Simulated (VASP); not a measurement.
## Al2Cu: single point with PBE

Crystal: Al2Cu.

```
Al Cu
1.0
    -2.04463    2.04463    2.89123
     2.04463   -2.04463    2.89123
     2.04463    2.04463   -2.89123
Al Cu
2 1
Direct
  0.75000 0.25000 0.50000
  0.25000 0.75000 0.50000
  0.50000 0.50000 0.00000
```

| Item | Value |
| --- | --- |
| Program | VASP 6.6.1 |
| Task | single point |
| Functional | PBE |
| Potentials or basis | VASP PAW PBE potentials, release 64 (Al, Cu) |
| Cutoff | 520 eV |
| k mesh | 14 × 14 × 14 |
| Occupations | gaussian, width 0.1 eV |
| Spin | no spin polarisation |
| Dipole correction | no |
| Further INCAR settings | ALGO = Fast; EDIFF = 1e-06; NBANDS = 16 |

* Pressure: 0.2 GPa

Levels at points of the mesh, in eV from the Fermi level:
```csv
k point,band 7,band 8,band 9,band 10,band 11,band 12
"(0.00, 0.00, 0.00)",2.84,2.84,2.84,2.92,2.92,2.92
"(0.50, 0.00, 0.00)",-3.90,0.61,0.61,2.87,2.88,3.66
"(0.50, 0.50, 0.00)",-3.69,-1.96,-1.96,0.25,1.55,8.95
"(0.50, 0.50, 0.50)",-3.69,-1.96,-1.96,0.25,1.55,8.95
```

Wall time 2.1 min on 1 thread of Intel(R) Xeon(R) 6975P-C (Granite Rapids), with other jobs on the host, peak memory 0.3 GiB.
